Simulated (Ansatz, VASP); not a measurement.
# Two plane-wave programs on NiMoIrPdW

```
Ni Mo Pd Ir W
1.0
    -1.37004    1.37004    9.71647
     1.37004   -1.37004    9.71647
     1.37004    1.37004   -9.71647
Ni Mo Pd Ir W
1 1 1 1 1
Direct
  0.19862 0.19862 0.00000
  0.60922 0.60922 0.00000
  0.79310 0.79310 0.00000
  0.39944 0.39944 0.00000
  0.99565 0.99565 0.00000
```

Alike in both runs: functional r2SCAN; k mesh 13 × 13 × 13; occupations fermi-dirac, width 0.05 eV; collinear spin.

```csv
,VASP,Ansatz
version,VASP 6.6.1,Ansatz 0.2.0
potentials or method,"VASP PAW PBE potentials, release 64 (Ni, Mo_sv, Pd, Ir, W_sv)",Ansatz PAW
plane-wave cutoff (eV),520,500
valence electrons in the cell,57,81
task,single point,band structure
```

```csv
,VASP,Ansatz,Ansatz less VASP
gap on the k mesh at the Fermi level (eV),none,none,-
pressure (GPa),-4.2,-5.5,-1.23
"traceless stress, the component that is largest in VASP (GPa)",0.39,0.42,+0.024
rms of the force components (eV/Å),0.063,0.087,+0.0246
net moment per atom (μB),0.00,0.00,0.000
```

VASP's potentials were made for PBE, not for r2SCAN. Atom by atom the forces differ by 0.035 eV/Å (rms over components). A gap of «none» marks a metal or a gap that the smearing closes. VASP's potentials hold 57 valence electrons a cell and Ansatz's 81, so a difference there can come from the potentials and not from the codes.

Neither program's run includes spin-orbit coupling. Noted on Ansatz's run: the magnetic or orbital state may not be the lowest.
